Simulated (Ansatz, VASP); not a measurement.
One calculation of NiGe3, two programs

```xyz
4
Lattice="4.0326 0.0000 0.0000 0.0000 4.0326 0.0000 0.0000 0.0000 4.0326" Properties=species:S:1:pos:R:3 pbc="T T T"
Ge    0.0000    2.0163    2.0163
Ge    2.0163    0.0000    2.0163
Ge    2.0163    2.0163    0.0000
Ni    0.0000    0.0000    0.0000
```

Alike in both runs: functional PBE; k mesh 6 × 6 × 6; occupations gaussian, width 0.1 eV; no spin polarisation.

Ansatz relaxed the structure, and its values are those at the end. VASP's run is a single point on that final structure, the one shown.

|  | VASP | Ansatz |
| --- | --- | --- |
| version | VASP 6.6.1 | Ansatz 0.2.0 |
| potentials or method | VASP PAW PBE potentials, release 64 (Ge_d, Ni), cutoff 520 eV | scalar-relativistic, plane waves, PAW |
| valence electrons in the cell | 52 | 60 |

```csv
,VASP,Ansatz,Ansatz less VASP
gap on the k mesh at the Fermi level (eV),none,none,-
pressure (GPa),0.5,0.5,-0.05
```

A gap of «none» marks a metal or a gap that the smearing closes. The functional is the same, so the differences come from potentials, cutoffs and numerics. VASP's potentials hold 52 valence electrons a cell and Ansatz's 60, so a difference there can come from the potentials and not from the codes.
